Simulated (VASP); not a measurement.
# Mg (P6_3/mmc) in VASP: further runs

The runs below take Mg through single point, with PBEsol.

Program: VASP 6.6.1. These are calculated values, not measurements. Logs are shortened: lines on timing, memory, paths and dates and some standing lists are left out, and cuts for length are marked.

### 1 The cell of the first run

Symmetry: P6_3/mmc, No. 194, hexagonal system. Conventional cell: a = 3.158 Å, b = 3.158 Å, c = 5.383 Å, α = 90.00°, β = 90.00°, γ = 120.00°. Mg (site symmetry -6m2) has 12 Mg at 3.16 to 3.25 Å within 4.2 Å.

### 2 Single point, PBEsol

Contents of INCAR:

```
PREC = Accurate
ENCUT = 520
EDIFF = 1E-6
ISMEAR = 0
SIGMA = 0.15
LREAL = F
LASPH = T
NELM = 100
ALGO = Fast
ISIF = 2
LWAVE = F
LCHARG = F
GGA = PS
NBANDS = 9
```

Contents of KPOINTS:

```
regular mesh
0
Gamma
  18 18 10
```

Contents of POSCAR:

```
Mg
1.0
    3.1575000353      0.0000000000      0.0000000000
   -1.5787500176      2.7344752430      0.0000000000
    0.0000000000      0.0000000000      5.3825916074
Mg
2
Direct
    0.3333333333      0.6666666667      0.2500000000
    0.6666666667      0.3333333333      0.7500000000
```

Potentials or basis: VASP PAW PBE potentials, release 64 (Mg).

Run with:

```
> cat potpaw_PBE.64/Mg/POTCAR > POTCAR
> mpirun -np 1 vasp_std > vasp.out
```

OUTCAR:

```text
PREC = Accurate
   ENCUT = 520
   EDIFF = 1E-6
   ISMEAR = 0
   LREAL = F
   LASPH = T
   NELM = 100
   ISIF = 2
   GGA = PS

 ion  position               nearest neighbor table
   1  0.333  0.667  0.250-   2 3.25   2 3.25   2 3.25   2 3.25   2 3.25   2 3.25
   2  0.667  0.333  0.750-   1 3.25   1 3.25   1 3.25   1 3.25   1 3.25   1 3.25

  LATTYP: Found a hexagonal cell.
 ALAT       =     3.1575000353
 C/A-ratio  =     1.7047004108

  Lattice vectors:

 A1 = (   3.1575000353,   0.0000000000,   0.0000000000)
 A2 = (  -1.5787500176,   2.7344752430,   0.0000000000)
 A3 = (   0.0000000000,   0.0000000000,   5.3825916074)

Analysis of symmetry for initial positions (statically):
=====================================================================
 Subroutine PRICEL returns:
 Original cell was already a primitive cell.

 Routine SETGRP: Setting up the symmetry group for a
 hexagonal supercell.

 Subroutine GETGRP returns: Found 24 space group operations
 (whereof 12 operations were pure point group operations)
 out of a pool of 24 trial point group operations.

The static configuration has the point symmetry D_3d.
 The point group associated with its full space group is D_6h.

Analysis of symmetry for dynamics (positions and initial velocities):
=====================================================================
 Subroutine PRICEL returns:
 Original cell was already a primitive cell.

 Routine SETGRP: Setting up the symmetry group for a
 hexagonal supercell.

 Subroutine GETGRP returns: Found 24 space group operations
 (whereof 12 operations were pure point group operations)
 out of a pool of 24 trial point group operations.

The dynamic configuration has the point symmetry D_3d.
 The point group associated with its full space group is D_6h.

 Subroutine INISYM returns: Found 24 space group operations
 (whereof 12 operations are pure point group operations),
 and found     1 'primitive' translations

----------------------------------------------------------------------------------------

                                     Primitive cell

  volume of cell :      46.4739

  direct lattice vectors                    reciprocal lattice vectors
     3.157500035  0.000000000  0.000000000     0.316706251  0.182850439  0.000000000
    -1.578750018  2.734475243  0.000000000     0.000000000  0.365700879  0.000000000
     0.000000000  0.000000000  5.382591607     0.000000000  0.000000000  0.185784112

  length of vectors
     3.157500035  3.157500035  5.382591607     0.365700879  0.365700879  0.185784112

  position of ions in fractional coordinates (direct lattice)
     0.333333333  0.666666667  0.250000000
     0.666666667  0.333333333  0.750000000

  ion indices of the primitive-cell ions
   primitive index   ion index
                 1           1
                 2           2

----------------------------------------------------------------------------------------

 KPOINTS: regular mesh

Automatic generation of k-mesh.
 Grid dimensions read from file:
 generate k-points for:   18   18   10

 Generating k-lattice:

  Cartesian coordinates                     Fractional coordinates (reciprocal lattice)
     0.017594792  0.010158358  0.000000000     0.055555556  0.000000000  0.000000000
     0.000000000  0.020316716  0.000000000     0.000000000  0.055555556  0.000000000
     0.000000000  0.000000000  0.018578411     0.000000000  0.000000000  0.100000000

  Length of vectors
     0.020316716  0.020316716  0.018578411

  Shift w.r.t. Gamma in fractional coordinates (k-lattice)
     0.000000000  0.000000000  0.000000000

 Subroutine IBZKPT returns following result:
 ===========================================

 Found    222 irreducible k-points:

 Following reciprocal coordinates:
            Coordinates               Weight
  0.000000  0.000000  0.000000      1.000000
  0.055556  0.000000  0.000000      6.000000
  0.111111  0.000000  0.000000      6.000000
  0.166667  0.000000  0.000000      6.000000
  0.222222  0.000000  0.000000      6.000000
  0.277778  0.000000  0.000000      6.000000
[... 16 lines left out ...]
  0.333333  0.111111  0.000000     12.000000
  0.388889  0.111111  0.000000     12.000000
 [... further k-points ...]
   k-points           NKPTS =    222   k-points in BZ     NKDIM =    222   number of bands    NBANDS=      9
   number of dos      NEDOS =    301   number of ions     NIONS =      2
   total plane-waves  NPLWV =  23040
   dimension x,y,z NGX =    24 NGY =   24 NGZ =   40
   dimension x,y,z NGXF=    48 NGYF=   48 NGZF=   80
   ions per type =               2
   NGX,Y,Z   is equivalent  to a cutoff of  12.64, 12.64, 12.35 a.u.
   NGXF,Y,Z  is equivalent  to a cutoff of  25.27, 25.27, 24.71 a.u.
 SYSTEM =  unknown system
   PREC   = accura    normal or accurate (medium, high low for compatibility)
   ISTART =      0    job   : 0-new  1-cont  2-samecut
   ICHARG =      2    charge: 1-file 2-atom 10-const
   ISPIN  =      1    spin polarized calculation?
   LNONCOLLINEAR =      F non collinear calculations
   LSORBIT =      F    spin-orbit coupling
   LASPH  =      T    aspherical Exc in radial PAW
   ENCUT  =  520.0 eV  38.22 Ry    6.18 a.u.   5.87  5.87 10.01*2*pi/ulx,y,z
   NELM   =    100;   NELMIN=  2; NELMDL= -5     # of ELM steps
   EDIFF  = 0.1E-05   stopping-criterion for ELM
   LREAL  =      F    real-space projection
   EDIFFG = 0.1E-04   stopping-criterion for IOM
   NSW    =      0    number of steps for IOM
   IBRION =     -1    ionic relax: 0-MD 1-quasi-New 2-CG
   NFREE  =      0    steps in history (QN), initial steepest desc. (CG)
   ISIF   =      2    stress and relaxation
   ISYM   =      2    0-nonsym 1-usesym 2-fastsym
   POTIM  = 0.5000    time-step for ionic-motion
   TEBEG  =    0.0;   TEEND  =   0.0 temperature during run
   PSTRESS=    0.0 pullay stress
   NELECT =       4.0000    total number of electrons
   NUPDOWN=      -1.0000    fix difference up-down
   EMIN   =  10.00;   EMAX   =-10.00  energy-range for DOS
   EFERMI =   0.00;   METHOD = LEGACY
   ISMEAR =     0;   SIGMA  =   0.15  broadening in eV -4-tet -1-fermi 0-gaus
   EFERMI_NEDOS =   21; number of points for ismear=-14 and -15
   IALGO  =     68    algorithm
   IMIX   =      4    mixing-type and parameters
     AMIX     =   0.40;   BMIX     =  1.00
     AMIX_MAG =   1.60;   BMIX_MAG =  1.00
  volume/ion in A,a.u.               =      23.24       156.81
  Fermi-wavevector in a.u.,A,eV,Ry     =   0.722812  1.365916  7.108458  0.522457
  Thomas-Fermi vector in A             =   1.812869
   LORBIT       =      0    0 simple, 1 ext, 2 COOP (PROOUT), +10 PAW based schemes
   GGA     = PS    functional components
   LHFCALC =     F    Hartree Fock is set to
   AEXX    =    0.0000 exact exchange contribution
   IVDW    =     0    specifies the selected vdW correction
   LEPSILON=     F    determine dielectric tensor
   LRPA    =     F    only Hartree local field effects (RPA)
 non-spin polarized calculation
 RMM-DIIS sequential band-by-band and
 Gauss-broadening in eV      SIGMA  =   0.15
  energy-cutoff  :      520.00
  volume of cell :       46.47
 maximum number of plane-waves:      1275
 NGX is ok and might be reduce to    24

 number of electron       4.0000000 magnetization

 Free energy of the ion-electron system (eV)
  ---------------------------------------------------
  ext. energy  EPLUGINS =         0.00000000
  ---------------------------------------------------
  free energy    TOTEN  =        -3.43512798 eV

  energy without entropy =       -3.42381832  energy(sigma->0) =       -3.42947315

 E-fermi :   2.5192     XC(G=0):  -8.4951

 val. band max:        2.5187714656   @ k =   0.5000  -0.0000   0.4000
 cond. band min:       2.5230775207   @ k =   0.3333   0.3333   0.3000
 fundamental gap:      0.0043060551
 Fermi energy:         2.5192264900

 k-point     1 :       0.0000    0.0000    0.0000
  band No.  band energies     occupation
      1      -4.3478      2.00000
      2       0.6299      2.00000
      3       0.8479      2.00000
      4      13.8042      0.00000
      5      13.8991      0.00000
      6      13.8991      0.00000
      7      14.1095      0.00000
      8      14.1095      0.00000
      9      15.5318      0.00000

 k-point     2 :       0.0556    0.0000    0.0000
  band No.  band energies     occupation
      1      -4.2855      2.00000
      2       0.6871      2.00000
      3       0.9088      2.00000
      4      12.4356      0.00000
      5      13.1266      0.00000
      6      13.6621      0.00000
      7      14.5041      0.00000
      8      14.9548      0.00000
      9      15.5810      0.00000

 k-point     3 :       0.1111    0.0000    0.0000
  band No.  band energies     occupation
      1      -4.0989      2.00000
      2       0.8587      2.00000
      3       1.0910      2.00000
      4      10.7116      0.00000
      5      12.3541      0.00000
      6      12.9873      0.00000
      7      14.4394      0.00000
      8      15.2729      0.00000
      9      15.7421      0.00000

 k-point     4 :       0.1667    0.0000    0.0000
  band No.  band energies     occupation
      1      -3.7888      2.00000
      2       1.1449      2.00000
      3       1.3915      2.00000
      4       9.0096      0.00000
      5      11.6816      0.00000
      6      12.1295      0.00000
      7      13.5604      0.00000
      8      13.9331      0.00000
      9      15.5687      0.00000
[... 205 lines left out ...]
 k-point    22 :       0.2778    0.1111    0.0000
  band No.  band energies     occupation
      1      -1.9494      2.00000
      2       2.8647      0.00113
      3       3.0106      0.00000
      4       4.7074      0.00000
      5       7.5393      0.00000
      6       9.0954      0.00000
      7       9.8467      0.00000
      8      12.2594      0.00000
      9      12.7572      0.00000

 k-point    23 :       0.3333    0.1111    0.0000
  band No.  band energies     occupation
      1      -1.1639      2.00000
      2       2.8769      0.00075
      3       3.6104      0.00000
      4       4.2424      0.00000
      5       7.0735      0.00000
      6       7.7750      0.00000
      7       8.8287      0.00000
      8      11.9601      0.00000
      9      12.5157      0.00000

 k-point    24 :       0.3889    0.1111    0.0000
  band No.  band energies     occupation
      1      -0.2673      2.00000
      2       1.8222      2.00000
      3       4.4677      0.00000
      4       4.8785      0.00000
      5       6.4808      0.00000
      6       6.5711      0.00000
      7       8.1620      0.00000
      8      11.7815      0.00000
      9      12.3681      0.00000

 [... further k-points ...]
[... 5 lines left out ...]
  --------------------------------------------------------------------------------------
  -------------------------------------------------------------------------------------
  Total       -0.0799604     -0.0799604     -0.7388380     -0.0000000      0.0000000      0.0000000
  in kB       -2.7566203     -2.7566203    -25.4712944     -0.0000000      0.0000000      0.0000000
  external PRESSURE =     -10.3281783 kB  Pullay stress =       0.0000000 kB

 VOLUME and BASIS-vectors are now :
 -----------------------------------------------------------------------------
  energy-cutoff  :      520.00
  volume of cell :       46.47
      direct lattice vectors                 reciprocal lattice vectors
     3.157500035  0.000000000  0.000000000     0.316706251  0.182850439  0.000000000
    -1.578750018  2.734475243  0.000000000     0.000000000  0.365700879  0.000000000
     0.000000000  0.000000000  5.382591607     0.000000000  0.000000000  0.185784112

 POSITION                                       TOTAL-FORCE (eV/Angst)
 -----------------------------------------------------------------------------------
     -0.00000      1.82298      1.34565        -0.000000      0.000000      0.000000
      1.57875      0.91149      4.03694         0.000000     -0.000000      0.000000
 -----------------------------------------------------------------------------------
    total drift:                                0.000000     -0.000000      0.000000

  FREE ENERGIE OF THE ION-ELECTRON SYSTEM (eV)
  ---------------------------------------------------
  free  energy   TOTEN  =        -3.4351279771 eV

  energy  without entropy=       -3.4238183248  energy(sigma->0) =       -3.42947315
```

Run time: 30 s. Hardware: 1 thread of Intel Xeon 6975P-C, shared host; peak memory 0.22 GiB.

What came out:

```yaml
Free_energy: -3.4351 eV
Pressure: -1.0 GPa
Band_gap_on_the_k_mesh: zero (band 2 reaches 3.38 eV, above the bottom of band 3 at 0.85 eV)
```

Caveat: the PAW data sets were made with another functional, which shifts forces and pressure a little.

### 3 Single point, PBEsol

This run uses another cell than the first one, of the same volume but with other edges.

Contents of INCAR:

```
SYSTEM = Mg
PREC     = Accurate       ! precision mode
ENCUT    = 520            ! plane-wave cutoff, eV
EDIFF    = 1E-7           ! SCF threshold, eV
ISMEAR   = 0              ! smearing method
SIGMA    = 0.15           ! smearing width, eV
LREAL    = .False.        ! projectors in reciprocal space
LASPH    = .True.         ! aspherical terms in the spheres
NELM     = 100            ! most SCF steps
ALGO     = Normal         ! electronic algorithm
ISIF     = 2              ! what is computed and relaxed
LWAVE    = .False.        ! write WAVECAR
LCHARG   = .False.        ! write CHGCAR
GGA      = PS             ! functional
NBANDS   = 9              ! bands
```

Contents of KPOINTS:

```
Automatic mesh
0
Gamma
  18 18 10
  0 0 0
```

Contents of POSCAR:

```
Mg
1.0
    3.4570829597      0.0000000000      0.0000000000
   -1.7285414798      2.9939216661      0.0000000000
    0.0000000000      0.0000000000      4.4901262794
Mg
2
Direct
    0.3333333333      0.6666666667      0.2500000000
    0.6666666667      0.3333333333      0.7500000000
```

Potentials or basis: VASP PAW PBE potentials, release 64 (Mg).

Run with:

```
> cat potpaw_PBE.64/Mg/POTCAR > POTCAR
> mpirun -np 1 vasp_std > vasp.out
```

Wall time 38 s (1 thread of Intel Xeon 6975P-C, shared host); peak memory 0.23 GiB.

It converged, with:

- Free energy: -3.2431 eV
- Pressure: 0.4 GPa
- Band gap on the k mesh: zero (band 2 reaches 3.64 eV, above the bottom of band 3 at 1.33 eV)

Stress tensor (GPa, compression positive):
```
-2.40  0.00  0.00
 0.00 -2.40  0.00
 0.00  0.00  5.87
```

Levels at points of the mesh, in eV from the Fermi level:
```tsv
k point	band 1	band 2	band 3	band 4	band 5	band 6	band 7
(0.00, 0.00, 0.00)	-6.87	-0.17	0.93	8.20	8.20	8.64	8.64
(0.50, 0.00, 0.00)	-2.88	-2.62	3.34	3.87	4.32	4.79	5.01
(0.00, 0.00, 0.50)	-5.02	-5.02	8.71	8.71	9.54	9.54	9.54
(0.50, 0.00, 0.50)	-1.27	-1.27	-0.63	-0.63	6.36	6.36	7.51
```

Caveat: the PAW data sets were made with another functional, which shifts forces and pressure a little.

### 4 Single point, PBEsol

This run uses another cell than the first one, of the same volume but with other edges.

Contents of INCAR:

```
PREC = Accurate
ENCUT = 520
EDIFF = 1E-7
ISMEAR = 0
SIGMA = 0.15
LREAL = F
LASPH = T
NELM = 100
ALGO = Fast
ISIF = 2
LWAVE = F
LCHARG = F
GGA = PS
NBANDS = 9
```

Contents of KPOINTS:

```
regular mesh
0
Gamma
  18 18 10
```

Contents of POSCAR:

```
Mg
1.0
    2.9405281840      0.0000000000      0.0000000000
   -1.4702640920      2.5465721079      0.0000000000
    0.0000000000      0.0000000000      6.2062242710
Mg
2
Direct
    0.3333333333      0.6666666667      0.2500000000
    0.6666666667      0.3333333333      0.7500000000
```

Run with:

```
> cat potpaw_PBE.64/Mg/POTCAR > POTCAR
> mpirun -np 1 vasp_std > vasp.out
```

It took 33 s on 1 thread of Intel Xeon 6975P-C, shared host; peak memory 0.23 GiB.

Results (log left out):

```yaml
Free_energy: -3.1422 eV
Pressure: 2.2 GPa
Band_gap_on_the_k_mesh: zero (band 2 reaches 3.55 eV, above the bottom of band 3 at -0.10 eV)
```

Stress tensor (GPa, compression positive):
```
 6.46  0.00  0.00
 0.00  6.46  0.00
 0.00  0.00 -6.39
```

Levels at points of the mesh, in eV from the Fermi level:
```tsv
k point	band 1	band 2	band 3	band 4	band 5	band 6
(0.00, 0.00, 0.00)	-6.75	-3.32	-2.48	7.93	8.00	13.77
(0.50, 0.00, 0.00)	-1.32	-1.01	1.95	2.76	2.90	3.04
(0.00, 0.00, 0.50)	-5.79	-5.79	1.76	1.76	14.19	14.19
(0.50, 0.00, 0.50)	-0.63	-0.63	0.30	0.30	6.93	6.93
```

Caveat: the PAW data sets were made with another functional, which shifts forces and pressure a little.

### 5 The runs side by side

| cell | gap on the mesh (eV) | pressure (GPa) |
| --- | --- | --- |
| a = 3.158, b = 3.158, c = 5.383 Å, angles 90.0, 90.0, 120.0°, 2 atoms | none | -1.0 |
| a = 3.457, b = 3.457, c = 4.490 Å, angles 90.0, 90.0, 120.0°, 2 atoms | none | 0.4 |
| a = 2.941, b = 2.941, c = 6.206 Å, angles 90.0, 90.0, 120.0°, 2 atoms | none | 2.2 |

Alike in all rows: task single point; level PBEsol; potentials or basis VASP PAW PBE potentials, release 64 (Mg); no spin polarisation; k mesh 18 × 18 × 10; cutoff (eV) 520; smearing gaussian 0.15 eV.

Caveats: the PAW data sets were made with another functional, which shifts forces and pressure a little.

Total energies depend on the potentials used, so only differences within one code and one set of settings carry meaning.
